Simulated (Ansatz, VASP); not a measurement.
Two plane-wave programs on Nb

```xyz
1
Lattice="-1.6640 1.6640 1.6640 1.6640 -1.6640 1.6640 1.6640 1.6640 -1.6640" Properties=species:S:1:pos:R:3 pbc="T T T"
Nb    0.0000    0.0000    0.0000
```

Alike in both runs: task electric field gradients; functional PBE; k mesh 15 × 15 × 15; occupations fermi-dirac, width 0.03 eV; no spin polarisation.

|  | VASP | Ansatz |
| --- | --- | --- |
| version | VASP 6.6.1 | Ansatz 0.2.0 |
| potentials or method | VASP PAW PBE potentials, release 64 (Nb_sv) | PAW with Ansatz's default frozen-core files, scalar-relativistic |
| plane-wave cutoff (eV) | 520 | 420 |
| valence electrons in the cell | 13 | 13 |

```tsv
	VASP	Ansatz	Ansatz less VASP
pressure (GPa)	-2.8	-2.5	+0.32
```
